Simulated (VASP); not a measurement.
Here is a VASP 6.6.1 calculation.

File INCAR:

```
SYSTEM = InP
PREC = Accurate
ENCUT = 500
EDIFF = 1E-6
ISMEAR = 0
SIGMA = 0.01
LREAL = .FALSE.
LASPH = .TRUE.
NELM = 120
ALGO = Normal
ISIF = 2
LWAVE = .FALSE.
LCHARG = .FALSE.
GGA = PE
NBANDS = 16
ISYM = 0
GGA_COMPAT = .FALSE.
```

Contents of KPOINTS:

```
Automatic mesh
0
G
  6 6 6
  0 0 0
```

Contents of POSCAR:

```
InP
1.0
    0.0000000000      2.9537876370      2.9537876370
    2.9537876370      0.0000000000      2.9537876370
    2.9537876370      2.9537876370      0.0000000000
In P
1 1
Direct
    0.0000000000      0.0000000000      0.0000000000
    0.2500000000      0.2500000000      0.2500000000
```

Potentials or basis: VASP PAW PBE potentials, release 64 (In_d, P).

Run with:

```bash
$ cat potpaw_PBE.64/In_d/POTCAR potpaw_PBE.64/P/POTCAR > POTCAR
$ mpirun -np 1 vasp_std > vasp.out
```

Predict the band gap on the k mesh.

0.58 eV, direct.

Estimate the pressure.

1.6 GPa.

Caveat: spin-orbit coupling is left out, which moves the levels of the heavy elements. As with any semilocal functional, this PBE gap is likely too small.
